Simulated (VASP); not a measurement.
Runs of VASP 6.6.1 on Se. The structure is that of space group Im-3m (No. 229), or close to it. The cells are those of the table. This isn't the form of Se at room conditions, which is trigonal, of chains.

| cell | k mesh | gap on the mesh (eV) | pressure (GPa) |
| --- | --- | --- | --- |
| a = 2.978 Å, angles 109.5°, 1 atom | 18 × 18 × 18 | none | 0.0 |
| a = 2.854 Å, angles 109.5°, 1 atom | 18 × 18 × 18 | none | (c) |
| a = 2.567 Å, angles 109.5°, 1 atom | 20 × 20 × 20 | none | 88.8 |
| a = 2.938 Å, angles 109.5°, 1 atom | 18 × 18 × 18 | none | 3.2 |
| a = 2.718 Å, angles 109.5°, 1 atom | 20 × 20 × 20 | none | 37.4 |
| a = 2.897 Å, angles 109.5°, 1 atom | 18 × 18 × 18 | none | (b) |
| a = 2.619 Å, angles 109.5°, 1 atom | 20 × 20 × 20 | none | 67.4 |
| a = 3.017 Å, angles 109.5°, 1 atom | 18 × 18 × 18 | none | (a) |

Alike in all rows: task single point; level PBE; potentials or basis VASP PAW PBE potentials, release 64 (Se); no spin polarisation; cutoff (eV) 520; smearing gaussian 0.05 eV.

Task: Estimate the missing entries.

Result: (a) -2.5; (b) 7.3; (c) 12.6.

Caveats: the cell stands under pressure (at least some runs).

A k mesh can miss the band edges, and the runs leave out spin-orbit coupling on Se.

A gap of «none» marks levels without a gap at the run's occupations.
